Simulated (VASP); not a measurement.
The system is PbI2.

```
Pb I
1.0
     4.67855    0.00000    0.00000
    -2.33927    4.05174    0.00000
     0.00000    0.00000    7.69038
Pb I
1 2
Direct
  0.00000 0.00000 0.00000
  0.33333 0.66667 0.24128
  0.66667 0.33333 0.75872
```

- Program: VASP 6.6.1
- Task: relaxation of cell and atoms
- Functional: PBE
- Dispersion: D3(BJ)
- Potentials or basis: VASP PAW PBE potentials, release 64 (Pb_d, I)
- Cutoff: 500 eV
- k mesh: 6 × 6 × 4
- Occupations: gaussian, width 0.02 eV
- Spin: no spin polarisation

At the start: pressure -0.9 GPa; volume 48.59 Å³/atom.

Problem. How do energy, volume and symmetry change on relaxing?

Solution. Over 18 steps the energy falls by 26.2 meV/atom and the volume is 41.76 Å³/atom (-14.1 %); space group P-3m1 (No. 164, to 0.1 Å) before and after.

The path:
| step | energy change (eV) | largest force (eV/Å) | pressure (GPa) | volume (Å³) |
| --- | --- | --- | --- | --- |
| 1 | 0.0000 | 0.0089 | -0.95 | 145.78 |
| 2 | -0.0193 | 0.2016 | -0.05 | 139.80 |
| 3 | -0.0193 | 0.2121 | 0.00 | 139.53 |
| 4 | -0.0236 | 0.2023 | 0.00 | 138.80 |
| 5 | -0.0350 | 0.1709 | -0.01 | 136.63 |
| 6 | -0.0509 | 0.1018 | 0.01 | 132.35 |
| 7 | -0.0469 | 0.0737 | 0.15 | 124.06 |
| 8 | -0.0556 | 0.0417 | 0.06 | 128.98 |
| 9 | -0.0637 | 0.0096 | -0.06 | 128.30 |
| 10 | -0.0753 | 0.0972 | -0.33 | 126.12 |
| 11 | -0.0707 | 0.0597 | 0.70 | 121.12 |
| 12 | -0.0776 | 0.0384 | 0.03 | 124.28 |
| 13 | -0.0781 | 0.0293 | 0.00 | 124.65 |
| 14 | -0.0784 | 0.0144 | -0.04 | 125.27 |
| 15 | -0.0784 | 0.0159 | 0.10 | 124.85 |
| 16 | -0.0785 | 0.0038 | 0.01 | 125.12 |
| 17 | -0.0785 | 0.0023 | 0.01 | 125.19 |
| 18 | -0.0785 | 0.0007 | 0.01 | 125.27 |

Final structure:
```
CELL_PARAMETERS angstrom
4.55736 0.00000 0.00000
-2.27868 3.94679 0.00000
0.00000 0.00000 6.96455
ATOMIC_POSITIONS crystal
Pb 0.00000 0.00000 0.00000
I 0.33333 0.66667 0.27127
I 0.66667 0.33333 0.72873
```
